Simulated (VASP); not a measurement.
Write the native input for VASP 6.6.1 that does the following.

| Quantity | Value |
| --- | --- |
| Task | single point |
| Functional | PBE |
| Potentials or basis | VASP PAW PBE potentials, release 64 (Ta_pv, Bi_d, O) |
| Cutoff | 520 eV |
| k mesh | 3 × 3 × 2 |
| Occupations | gaussian, width 0.15 eV |
| Spin | no spin polarisation |
| Dipole correction | no |
| Further INCAR settings | ALGO = Normal; EDIFF = 1e-06; NBANDS = 37 |

The structure of Ta2Bi2O lies in POSCAR:

```
Ta2Bi2O
1.0
    4.1220485963      0.0000000000      0.0000000000
    0.0000000000      4.1220485963      0.0000000000
    0.0000000000      0.0000000000      8.1103599812
Ta Bi O
2 2 1
Direct
    0.0000000000      0.0000000000      0.8628759800
    0.0000000000      0.0000000000      0.1371240200
    0.5000000000      0.5000000000      0.5000000000
    0.0000000000      0.0000000000      0.5000000000
    0.5000000000      0.5000000000      0.0000000000
```

The cell was generated, and may not be a known phase.

These files were run (other wordings do the same):

INCAR

```
SYSTEM = Ta2Bi2O
ALGO = Normal
EDIFF = 1E-6
ENCUT = 520
GGA = PE
ISIF = 2
ISMEAR = 0
LASPH = .True.
LCHARG = .False.
LREAL = .False.
LWAVE = .False.
NBANDS = 37
NELM = 80
PREC = Accurate
SIGMA = 0.15
```

KPOINTS

```
k-points
0
Gamma
  3 3 2
  0 0 0
```

Potentials or basis: VASP PAW PBE potentials, release 64 (Ta_pv, Bi_d, O).

Command:

```bash
$ cat potpaw_PBE.64/Ta_pv/POTCAR potpaw_PBE.64/Bi_d/POTCAR potpaw_PBE.64/O/POTCAR > POTCAR
$ mpirun -np 1 vasp_std > vasp.out
```

Results of the run:

```json
{
  "Pressure": "0.4 GPa",
  "Largest force": "0.145 eV/Å",
  "Band gap on the k mesh": "zero (bands 29 and 30 overlap by 0.97 eV)"
}
```

Caveat: the k points lie up to 0.51 Å⁻¹ apart, too coarse for converged energies and pressures of a metal; spin-orbit coupling is left out, which moves the levels of the heavy elements.

Wall time 27 s on 1 thread of Intel(R) Xeon(R) Platinum 8488C (Sapphire Rapids) (shared host), peak memory 0.25 GiB.
